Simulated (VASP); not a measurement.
The system is Se.

```
CELL_PARAMETERS angstrom
2.95009 0.00000 0.00000
-1.47505 2.55486 0.00000
0.00000 0.00000 2.72191
ATOMIC_POSITIONS crystal
Se 0.00000 0.00000 0.00000
```

- Program: VASP 6.6.1
- Task: relaxation of cell and atoms
- Functional: PBEsol
- Potentials or basis: VASP PAW PBE potentials, release 64 (Se)
- Cutoff: 600 eV
- k mesh: 21 × 21 × 20
- Occupations: gaussian, width 0.1 eV
- Spin: no spin polarisation

At the start: pressure 0.8 GPa; volume 20.52 Å³/atom.

Question: How do energy, volume and symmetry change on relaxing?

Answer: Over 13 steps the energy falls by 14.3 meV/atom and the volume is 21.00 Å³/atom (+2.3 %); space group P6/mmm (No. 191, to 0.05 Å).

Step by step:
| step | energy change (eV) | largest force (eV/Å) | pressure (GPa) | volume (Å³) |
| --- | --- | --- | --- | --- |
| 1 | 0.0000 | 0.0000 | 0.78 | 20.52 |
| 2 | -0.0055 | 0.0000 | -0.30 | 20.81 |
| 3 | -0.0087 | 0.0000 | -1.19 | 21.11 |
| 4 | -0.0091 | 0.0000 | -2.23 | 21.71 |
| 5 | -0.0102 | 0.0000 | -1.65 | 21.33 |
| 6 | -0.0138 | 0.0000 | -0.76 | 21.19 |
| 7 | -0.0140 | 0.0000 | -0.50 | 21.15 |
| 8 | -0.0140 | 0.0000 | -0.47 | 21.15 |
| 9 | -0.0142 | 0.0000 | -0.27 | 21.08 |
| 10 | -0.0143 | 0.0000 | -0.10 | 21.02 |
| 11 | -0.0143 | 0.0000 | -0.12 | 21.02 |
| 12 | -0.0143 | 0.0000 | -0.09 | 21.01 |
| 13 | -0.0143 | 0.0000 | -0.01 | 21.00 |

Final structure:
```
Se
1.0
     3.05038    0.00000    0.00000
    -1.52519    2.64170    0.00000
     0.00000    0.00000    2.60555
Se
1
Direct
  0.00000 0.00000 0.00000
```

Caveat: the PAW data sets were made with another functional, which shifts forces and pressure a little.
